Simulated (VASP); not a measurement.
A run of VASP 6.6.1 is set up as follows.

Contents of INCAR:

```
SYSTEM = RhC2
PREC = Accurate
ENCUT = 520
EDIFF = 1E-6
ISMEAR = 0
SIGMA = 0.05
LREAL = .FALSE.
LASPH = .TRUE.
NELM = 80
ALGO = Normal
ISIF = 2
LWAVE = .FALSE.
LCHARG = .TRUE.
GGA = PS
LELF = .TRUE.
LVHAR = .TRUE.
NBANDS = 18
```

Contents of KPOINTS:

```
regular mesh
0
G
  12 12 12
  0 0 0
```

File POSCAR:

```
RhC2
1.0
    0.0000000000      2.4733746978      2.4733746978
    2.4733746978      0.0000000000      2.4733746978
    2.4733746978      2.4733746978      0.0000000000
Rh C
1 2
Direct
    0.0000000000      0.0000000000      0.0000000000
    0.2500000000      0.2500000000      0.2500000000
    0.7500000000      0.7500000000      0.7500000000
```

Potentials or basis: VASP PAW PBE potentials, release 64 (Rh_pv, C).

Run with:

```bash
$ cat potpaw_PBE.64/Rh_pv/POTCAR potpaw_PBE.64/C/POTCAR > POTCAR
$ mpirun -np 1 vasp_std > vasp.out
```

Question: What does it give for the band gap on the k mesh?

Answer: Zero (an odd number of electrons rules out a gap without spin polarisation).

Question: Predict the pressure.

Answer: -10.0 GPa.

Caveat: the cell stands under tension; the PAW data sets were made with another functional, which shifts forces and pressure a little.
